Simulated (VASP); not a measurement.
Input of a VASP 6.6.1 run:

File INCAR:

```
SYSTEM = MgO
ALGO = Normal
EDIFF = 1E-7
ENCUT = 520
GGA = PE
ISIF = 2
ISMEAR = 0
LASPH = .TRUE.
LCHARG = .TRUE.
LELF = .TRUE.
LREAL = .FALSE.
LVHAR = .TRUE.
LWAVE = .FALSE.
NBANDS = 16
NELM = 80
PREC = Accurate
SIGMA = 0.05
```

File KPOINTS:

```
k-points
0
G
  9 9 6
  0 0 0
```

Contents of POSCAR:

```
MgO
1.0
    3.0832000000      0.0000000000      0.0000000000
   -1.5416000000      2.6701295249      0.0000000000
    0.0000000000      0.0000000000      5.3947000000
Mg O
2 2
Direct
    0.3333333333      0.6666666667      0.0063188013
    0.6666666667      0.3333333333      0.5063188013
    0.3333333333      0.6666666667      0.3982811987
    0.6666666667      0.3333333333      0.8982811987
```

Potentials or basis: VASP PAW PBE potentials, release 64 (Mg, O).

Launch:

```sh
$ cat potpaw_PBE.64/Mg/POTCAR potpaw_PBE.64/O/POTCAR > POTCAR
$ mpirun -np 1 vasp_std > vasp.out
```

**Question.** What does it give for the pressure?

**Answer.** 17.0 GPa.

**Question.** Predict the largest force.

**Answer.** 1.176 eV/Å.

**Question.** Predict the band gap on the k mesh.

**Answer.** 4.05 eV, direct.

Forces in eV/Å, atoms in the order of the input:
```
Mg   0.000  0.000  1.176
Mg   0.000  0.000  1.176
O    0.000  0.000 -1.176
O    0.000  0.000 -1.176
```

Caveat: forces of over 1 eV/Å act on the atoms, so gaps and moduli don't describe the material at rest. As with any semilocal functional, this PBE gap is likely too small.
